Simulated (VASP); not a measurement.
# B2N3O (P4/mmm) in VASP: a series of runs

B2N3O is run at these levels: PBE; tasks: single point, relaxation of cell and atoms.

Everything below comes from runs of VASP 6.6.1. Logs are shortened: lines on timing, memory, paths and dates and some standing lists are left out, and cuts for length are marked.

## (1) The cell of the first run

The structure is tetragonal, space group P4/mmm (No. 123). The conventional cell has a = 4.323 Å, b = 4.323 Å, c = 2.717 Å, α = 90.00°, β = 90.00°, γ = 90.00°. B (site symmetry mmm) has 2 N at 1.36 Å within 1.8 Å. N (site symmetry mmm) has 2 B at 1.36 Å within 1.8 Å. Within 2.9 Å of N (site symmetry 4/mmm) lie 6 N at 2.16 to 2.72 Å and 8 B at 2.55 Å. Within 2.9 Å of O (site symmetry 4/mmm) lie 4 B at 2.16 Å and 8 N at 2.55 Å and 2 O at 2.72 Å.

The cell was generated, and may not be a known phase.

## (2) Single point, PBE, collinear spin, ferromagnetic start

Input file INCAR:

```
SYSTEM = B2N3O
PREC = Accurate
ENCUT = 520
EDIFF = 1E-6
ISMEAR = 0
SIGMA = 0.1
LREAL = .False.
LASPH = .True.
NELM = 150
ALGO = Normal
ISIF = 2
LWAVE = .False.
LCHARG = .False.
ISPIN = 2
MAGMOM = 0 0 1 1 1 1
LORBIT = 11
GGA = PE
NBANDS = 26
```

Input file KPOINTS:

```
regular mesh
0
Gamma
  4 4 6
  0 0 0
```

Input file POSCAR:

```
B2N3O
1.0
    4.3226859421      0.0000000000      0.0000000000
    0.0000000000      4.3226859421      0.0000000000
    0.0000000000      0.0000000000      2.7173424087
B N O
2 3 1
Direct
    0.5000000000      0.0000000000      0.5000000000
    0.0000000000      0.5000000000      0.5000000000
    0.5000000000      0.0000000000      0.0000000000
    0.0000000000      0.5000000000      0.0000000000
    0.5000000000      0.5000000000      0.0000000000
    0.0000000000      0.0000000000      0.5000000000
```

Potentials or basis: VASP PAW PBE potentials, release 64 (B, N, O).

On the command line:

```sh
cat potpaw_PBE.64/B/POTCAR potpaw_PBE.64/N/POTCAR potpaw_PBE.64/O/POTCAR > POTCAR
mpirun -np 1 vasp_std > vasp.out
```

OUTCAR:

```text
SYSTEM = B2N3O
   PREC = Accurate
   ENCUT = 520
   EDIFF = 1E-6
   ISMEAR = 0
   LREAL = .False.
   LASPH = .True.
   NELM = 150
   ISIF = 2
   ISPIN = 2
   LORBIT = 11
   GGA = PE

 ion  position               nearest neighbor table
   1  0.500  0.000  0.500-   3 1.36   3 1.36
   2  0.000  0.500  0.500-   4 1.36   4 1.36
   3  0.500  0.000  0.000-   1 1.36   1 1.36
   4  0.000  0.500  0.000-   2 1.36   2 1.36
   5  0.500  0.500  0.000-
   6  0.000  0.000  0.500-

  LATTYP: Found a simple tetragonal cell.
 ALAT       =     4.3226859421
 C/A-ratio  =     0.6286236023

  Lattice vectors:

 A1 = (   4.3226859421,   0.0000000000,   0.0000000000)
 A2 = (   0.0000000000,   4.3226859421,   0.0000000000)
 A3 = (   0.0000000000,   0.0000000000,   2.7173424087)

Analysis of symmetry for initial positions (statically):
=====================================================================
 Subroutine PRICEL returns:
 Original cell was already a primitive cell.

 Routine SETGRP: Setting up the symmetry group for a
 simple tetragonal supercell.

 Subroutine GETGRP returns: Found 16 space group operations
 (whereof 16 operations were pure point group operations)
 out of a pool of 16 trial point group operations.

The static configuration has the point symmetry D_4h.

Analysis of symmetry for dynamics (positions and initial velocities):
=====================================================================
 Subroutine PRICEL returns:
 Original cell was already a primitive cell.

 Routine SETGRP: Setting up the symmetry group for a
 simple tetragonal supercell.

 Subroutine GETGRP returns: Found 16 space group operations
 (whereof 16 operations were pure point group operations)
 out of a pool of 16 trial point group operations.

The dynamic configuration has the point symmetry D_4h.

Analysis of structural, dynamic, and magnetic symmetry:
=====================================================================
 Subroutine PRICEL returns:
 Original cell was already a primitive cell.

 Routine SETGRP: Setting up the symmetry group for a
 simple tetragonal supercell.

 Subroutine GETGRP returns: Found 16 space group operations
 (whereof 16 operations were pure point group operations)
 out of a pool of 16 trial point group operations.

The overall configuration has the point symmetry D_4h.

 Subroutine INISYM returns: Found 16 space group operations
 (whereof 16 operations are pure point group operations),
 and found     1 'primitive' translations

[... 138 lines left out ...]

 number of electron      26.9999993 magnetization       0.9548192

 Free energy of the ion-electron system (eV)
  ---------------------------------------------------
  ext. energy  EPLUGINS =         0.00000000
  ---------------------------------------------------
  free energy    TOTEN  =       -36.93842119 eV

  energy without entropy =      -36.92920741  energy(sigma->0) =      -36.93381430

 E-fermi :   3.4400     XC(G=0): -11.1804

 val. band max:        3.3823066997   @ k =   0.0000   0.0000   0.1667
 cond. band min:       3.4684041810   @ k =   0.2500   0.0000   0.1667
 fundamental gap:      0.0860974813
 Fermi energy:         3.4400074763

 spin component 1

 k-point     1 :       0.0000    0.0000    0.0000
  band No.  band energies     occupation
      1     -15.6746      1.00000
      2     -12.8131      1.00000
      3     -12.7444      1.00000
      4      -8.1880      1.00000
      5      -4.9601      1.00000
      6      -4.6366      1.00000
[... 661 lines left out ...]
     24      18.2609      0.00000
     25      21.8772      0.00000
 Fermi energy:         3.4400074763

 spin component 2

 k-point     1 :       0.0000    0.0000    0.0000
  band No.  band energies     occupation
      1     -15.2145      1.00000
      2     -12.6977      1.00000
      3     -11.8649      1.00000
      4      -8.1178      1.00000
      5      -4.8928      1.00000
      6      -4.5855      1.00000
[... 661 lines left out ...]
     24      18.3573      0.00000
     25      22.5348      0.00000
 [bands above 25 left out]

------------------------ aborting loop because EDIFF is reached ----------------------------------------

  FORCE on cell =-STRESS in cart. coord.  units (eV):
  Direction    XX          YY          ZZ          XY          YZ          ZX
  --------------------------------------------------------------------------------------
  -------------------------------------------------------------------------------------
  Total       -0.0148536     -0.0148536     -0.2897966      0.0000000      0.0000000      0.0000000
  in kB       -0.4686958     -0.4686958     -9.1443352      0.0000000      0.0000000      0.0000000
  external PRESSURE =      -3.3605756 kB  Pullay stress =       0.0000000 kB

 VOLUME and BASIS-vectors are now :
 -----------------------------------------------------------------------------
  energy-cutoff  :      520.00
  volume of cell :       50.78
      direct lattice vectors                 reciprocal lattice vectors
     4.322685942  0.000000000  0.000000000     0.231337648  0.000000000  0.000000000
     0.000000000  4.322685942  0.000000000     0.000000000  0.231337648  0.000000000
     0.000000000  0.000000000  2.717342409     0.000000000  0.000000000  0.368006622

 POSITION                                       TOTAL-FORCE (eV/Angst)
 -----------------------------------------------------------------------------------
      2.16134      0.00000      1.35867         0.000000      0.000000      0.000000
      0.00000      2.16134      1.35867         0.000000      0.000000      0.000000
      2.16134      0.00000      0.00000         0.000000      0.000000      0.000000
      0.00000      2.16134      0.00000         0.000000      0.000000      0.000000
      2.16134      2.16134      0.00000         0.000000      0.000000      0.000000
      0.00000      0.00000      1.35867         0.000000      0.000000      0.000000
 -----------------------------------------------------------------------------------
    total drift:                                0.000000      0.000000     -0.000000

  FREE ENERGIE OF THE ION-ELECTRON SYSTEM (eV)
  ---------------------------------------------------
  free  energy   TOTEN  =       -36.9384211874 eV

  energy  without entropy=      -36.9292074094  energy(sigma->0) =      -36.93381430

 total charge

# of ion       s       p       d       tot
------------------------------------------
    1        0.734   1.261   0.000   1.995
    2        0.734   1.261   0.000   1.995
    3        1.272   2.624   0.000   3.896
    4        1.272   2.624   0.000   3.896
    5        1.408   1.919   0.000   3.327
    6        1.615   3.148   0.000   4.763
--------------------------------------------------
tot          7.034  12.838   0.000  19.872

 magnetization (x)

# of ion       s       p       d       tot
------------------------------------------
    1       -0.002  -0.004   0.000  -0.007
    2       -0.002  -0.004   0.000  -0.007
    3        0.001   0.079   0.000   0.080
    4        0.001   0.079   0.000   0.080
    5        0.000  -0.000   0.000   0.000
    6        0.009   0.643   0.000   0.652
--------------------------------------------------
tot          0.007   0.792   0.000   0.798
```

It took 86 s on 1 thread of Oxide Virtual Turin-like, shared host; peak memory 0.16 GiB.

What came out:

```
Free energy                                           : -36.9384 eV
Pressure                                              : -0.3 GPa
Net moment                                            : 0.95 μB per cell
Site moments                                          : B -0.01; N +0.08, +0.00 (each value once); O +0.65 μB
Valence electrons inside the program's atomic spheres : B 2.00; N 3.90, 3.33 (each value once); O 4.76
```

Stress tensor (GPa, compression positive):
```
-0.05  0.00  0.00
 0.00 -0.05  0.00
 0.00  0.00 -0.91
```

Caveat: the k points lie up to 0.39 Å⁻¹ apart.

## (3) Single point, PBE, collinear spin, ferromagnetic start

This run uses another cell than the first one, of 9.85 Å³/atom.

Input file INCAR:

```
PREC     = Accurate       # precision mode
ENCUT    = 520            # plane-wave cutoff, eV
EDIFF    = 1E-6           # SCF threshold, eV
ISMEAR   = 0              # smearing method
SIGMA    = 0.1            # smearing width, eV
LREAL    = False          # projectors in reciprocal space
LASPH    = True           # aspherical terms in the spheres
NELM     = 150            # most SCF steps
ALGO     = Normal         # electronic algorithm
ISIF     = 2              # what is computed and relaxed
LWAVE    = False          # write WAVECAR
LCHARG   = False          # write CHGCAR
ISPIN    = 2              # spin polarisation
MAGMOM   = 0 0 1 1 1 1    # initial moments
LORBIT   = 11             # projections on sites
GGA      = PE             # functional
NBANDS   = 26             # bands
```

Input file KPOINTS:

```
Automatic mesh
0
Gamma
  4 4 6
```

POSCAR, as its differences from that of step 2:

```diff
@@ -2,5 +2,5 @@
 1.0
-    4.3226859421      0.0000000000      0.0000000000
-    0.0000000000      4.3226859421      0.0000000000
-    0.0000000000      0.0000000000      2.7173424087
+    4.0678301600      0.0000000000      0.0000000000
+    0.0000000000      4.0678301600      0.0000000000
+    0.0000000000      0.0000000000      3.5714652500
 B N O
```

Potentials or basis: VASP PAW PBE potentials, release 64 (B, N, O).

On the command line:

```sh
cat potpaw_PBE.64/B/POTCAR potpaw_PBE.64/N/POTCAR potpaw_PBE.64/O/POTCAR > POTCAR
mpirun -np 1 vasp_std > vasp.out
```

It took 90 s on 1 thread of Oxide Virtual Turin-like, shared host; peak memory 0.17 GiB.

Results (log left out):

* Free energy: -30.8861 eV
* Pressure: -38.4 GPa
* Net moment: 1.23 μB per cell
* Site moments: B -0.04; N +0.61, -0.44 (each value once); O +0.21 μB
* Valence electrons inside the program's atomic spheres: B 1.29; N 3.44, 3.32 (each value once); O 4.81

Stress tensor (GPa, compression positive):
```
-20.38   0.00   0.00
  0.00 -20.38   0.00
  0.00   0.00 -74.47
```

Levels at points of the mesh, in eV from the Fermi level:
Spin up:
```csv
k point,band 11,band 12,band 13,band 14,band 15,band 16,band 17,band 18
"(0.00, 0.00, 0.00)",-2.26,-1.44,-1.03,-1.03,0.28,0.39,3.53,3.53
"(0.50, 0.00, 0.00)",-1.67,-1.14,-1.06,-0.88,-0.15,0.91,1.39,2.94
"(0.50, 0.50, 0.00)",-1.68,-1.56,-1.44,-0.78,0.45,0.45,1.35,2.15
"(0.00, 0.00, 0.50)",-2.26,-1.66,-1.66,-0.32,1.89,1.89,4.03,4.85
"(0.50, 0.00, 0.50)",-2.13,-1.89,-0.94,-0.59,0.99,1.12,3.00,3.70
"(0.50, 0.50, 0.50)",-1.15,-0.86,-0.45,-0.05,0.51,0.51,2.53,2.96
```
Spin down:
| k point | band 10 | band 11 | band 12 | band 13 | band 14 | band 15 | band 16 | band 17 |
| --- | --- | --- | --- | --- | --- | --- | --- | --- |
| (0.00, 0.00, 0.00) | -4.36 | -2.04 | -1.03 | 0.00 | 0.49 | 0.81 | 0.81 | 3.25 |
| (0.50, 0.00, 0.00) | -1.74 | -1.15 | -0.71 | -0.67 | -0.37 | 0.48 | 0.62 | 1.69 |
| (0.50, 0.50, 0.00) | -1.65 | -1.51 | -1.34 | -0.70 | -0.45 | -0.45 | 0.32 | 2.16 |
| (0.00, 0.00, 0.50) | -5.21 | -1.71 | -0.70 | 0.25 | 0.25 | 1.91 | 1.91 | 4.26 |
| (0.50, 0.00, 0.50) | -2.34 | -1.62 | -0.79 | -0.38 | 0.39 | 0.96 | 1.58 | 2.99 |
| (0.50, 0.50, 0.50) | -1.52 | -0.46 | -0.46 | 0.00 | 0.82 | 0.85 | 1.38 | 2.51 |

Caveat: the k points lie up to 0.39 Å⁻¹ apart.

## (4) Relaxation of cell and atoms, PBE, collinear spin, ferromagnetic start

This run uses another cell than the first one, of 9.85 Å³/atom.

Input file INCAR:

```
PREC     = Accurate       # precision mode
ENCUT    = 600            # plane-wave cutoff, eV
EDIFF    = 1E-7           # SCF threshold, eV
ISMEAR   = 0              # smearing method
SIGMA    = 0.1            # smearing width, eV
LREAL    = F              # projectors in reciprocal space
LASPH    = T              # aspherical terms in the spheres
NELM     = 150            # most SCF steps
ALGO     = Normal         # electronic algorithm
ISIF     = 3              # what is computed and relaxed
LWAVE    = F              # write WAVECAR
LCHARG   = F              # write CHGCAR
ISPIN    = 2              # spin polarisation
MAGMOM   = 0 0 1 1 1 1    # initial moments
LORBIT   = 11             # projections on sites
GGA      = PE             # functional
IBRION   = 2              # ionic algorithm
NSW      = 90             # ionic steps
EDIFFG   = -0.04          # ionic threshold
```

KPOINTS is that of step 3.

POSCAR is that of step 3.

On the command line:

```sh
cat potpaw_PBE.64/B/POTCAR potpaw_PBE.64/N/POTCAR potpaw_PBE.64/O/POTCAR > POTCAR
mpirun -np 1 vasp_std > vasp.out
```

Wall time 10 min (1 thread of Oxide Virtual Turin-like, shared host); peak memory 0.19 GiB.

Results (log left out):

| Item | Value |
| --- | --- |
| Free energy | -36.7725 eV |
| Relaxed volume | 8.18 Å³/atom |
| Relaxed cell | a = 4.241 Å, b = 4.241 Å, c = 2.730 Å, α = 90.00°, β = 90.00°, γ = 90.00° |
| Space group after relaxing (to 0.1 Å) | P4/mmm (No. 123) |
| Energy gained by relaxing | 979.8 meV/atom |
| Ionic steps | 8 |
| Pressure after relaxing | 0.0 GPa |
| Net moment | 0.00 μB per cell |
| Valence electrons inside the program's atomic spheres | B 1.98; N 3.86, 3.32 (each value once); O 4.79 |

Stress tensor (GPa, compression positive):
```
-0.09  0.00  0.00
 0.00 -0.09  0.00
 0.00  0.00  0.18
```

Step by step:
```tsv
step	energy change (eV)	largest force (eV/Å)	pressure (GPa)	volume (Å³)
1	0.0000	0.0000	-38.58	59.10
2	-5.1310	0.0000	25.46	40.58
3	-5.2044	0.0000	11.97	41.89
4	-5.5772	0.0000	22.36	43.33
5	-5.5759	0.0000	22.88	43.37
6	-5.8486	0.0000	6.54	47.09
7	-5.8782	0.0000	-0.83	49.40
8	-5.8789	0.0000	0.00	49.11
```

Final structure:
```
CELL_PARAMETERS angstrom
4.24143 0.00000 0.00000
0.00000 4.24143 0.00000
0.00000 0.00000 2.72985
ATOMIC_POSITIONS crystal
B 0.50000 0.00000 0.50000
B 0.00000 0.50000 0.50000
N 0.50000 0.00000 0.00000
N 0.00000 0.50000 0.00000
N 0.50000 0.50000 0.00000
O 0.00000 0.00000 0.50000
```

Levels at points of the mesh, in eV from the Fermi level:
Spin up:
```csv
k point,band 10,band 11,band 12,band 13,band 14,band 15,band 16,band 17,band 18,band 19
"(0.00, 0.00, 0.00)",-5.05,0.06,0.69,0.69,0.93,3.02,3.02,4.94,7.96,9.05
"(0.50, 0.00, 0.00)",-3.65,-1.59,-0.29,-0.05,0.77,0.82,2.85,6.46,6.61,8.72
"(0.50, 0.50, 0.00)",-2.87,-2.24,-2.24,-0.79,-0.79,-0.17,0.60,7.03,7.74,7.74
"(0.00, 0.00, 0.50)",-3.75,-2.18,-2.04,-1.30,-1.30,2.38,2.38,3.78,3.78,7.02
"(0.50, 0.00, 0.50)",-3.23,-1.77,-1.14,-0.88,-0.63,0.88,1.69,3.53,3.74,4.64
"(0.50, 0.50, 0.50)",-1.08,-1.08,-0.55,-0.52,-0.30,-0.30,0.72,3.04,4.22,4.37
```
Spin down:
| k point | band 11 | band 12 | band 13 | band 14 | band 15 | band 16 | band 17 | band 18 |
| --- | --- | --- | --- | --- | --- | --- | --- | --- |
| (0.00, 0.00, 0.00) | 0.06 | 0.69 | 0.69 | 0.93 | 3.02 | 3.02 | 4.94 | 7.96 |
| (0.50, 0.00, 0.00) | -1.59 | -0.29 | -0.05 | 0.77 | 0.82 | 2.85 | 6.46 | 6.61 |
| (0.50, 0.50, 0.00) | -2.24 | -2.24 | -0.79 | -0.79 | -0.17 | 0.60 | 7.03 | 7.74 |
| (0.00, 0.00, 0.50) | -2.18 | -2.04 | -1.30 | -1.30 | 2.38 | 2.38 | 3.78 | 3.78 |
| (0.50, 0.00, 0.50) | -1.77 | -1.14 | -0.88 | -0.63 | 0.88 | 1.69 | 3.53 | 3.74 |
| (0.50, 0.50, 0.50) | -1.08 | -0.55 | -0.52 | -0.30 | -0.30 | 0.72 | 3.04 | 4.22 |

Caveat: the k points lie up to 0.38 Å⁻¹ apart in the final cell; the volume moved by over 15 % at a fixed basis, so the end points are rough.

## (5) Overview

```csv
task,cell,cutoff (eV),gap on the mesh (eV),pressure (GPa),moment (μB)
single point,"a = 4.323, b = 4.323, c = 2.717 Å, 6 atoms",520,none,-0.3,0.95
single point,"a = 4.068, b = 4.068, c = 3.571 Å, 6 atoms",520,none,-38.4,1.23
relaxation of cell and atoms,"relaxed from a = 4.068, b = 4.068, c = 3.571 Å, 6 atoms",600,none,0.0,0.00
```

Alike in all rows: level PBE; potentials or basis VASP PAW PBE potentials, release 64 (B, N, O); spin collinear, ferromagnetic start; k mesh 4 × 4 × 6; smearing gaussian 0.1 eV.

Caveats: all runs use coarse meshes; the volume moved by over 15 % at a fixed basis, so the end points are rough (at least some runs).

Total energies depend on the potentials used, so only differences within one code and one set of settings carry meaning.

The gap in the log of VASP goes by the Fermi energy; the results here count the filled bands.